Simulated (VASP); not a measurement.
Here is a VASP 6.6.1 calculation.

INCAR

```
PREC = Accurate ; ENCUT = 520
EDIFF = 1E-6 ; ISMEAR = 0
SIGMA = 0.2 ; LREAL = F
LASPH = T ; NELM = 100
ALGO = Normal ; ISIF = 2
LWAVE = F ; LCHARG = F
GGA = PE ; NBANDS = 39
```

Contents of KPOINTS:

```
Automatic mesh
0
Gamma
  6 6 6
```

The input POSCAR:

```
Ti4C3
1.0
    4.3103244503      0.0000748315      0.0003887100
    0.0000744869      4.3113833520     -0.0002420748
    0.0003844862     -0.0002381843      4.3103079223
Ti C
4 3
Direct
    0.4999684376     -0.0000165276      0.0000115981
    0.0000239253      0.4999880200      0.0000004989
   -0.0000014347      0.0000009313      0.5000075207
    0.4999836274      0.5000105813      0.5000002822
   -0.0000120473      0.5000055043      0.4999967553
    0.5000501379      0.0000149162      0.4999787282
    0.4999873538      0.4999965745      0.0000046164
```

Potentials or basis: VASP PAW PBE potentials, release 64 (Ti_sv, C).

The run is started by

```sh
$ cat potpaw_PBE.64/Ti_sv/POTCAR potpaw_PBE.64/C/POTCAR > POTCAR
$ mpirun -np 1 vasp_std > vasp.out
```

(1) Estimate the band gap on the k mesh.

(2) Estimate the pressure.

Results:

(1) zero (band 30 reaches 9.61 eV, above the bottom of band 31 at 8.46 eV).

(2) 0.1 GPa.
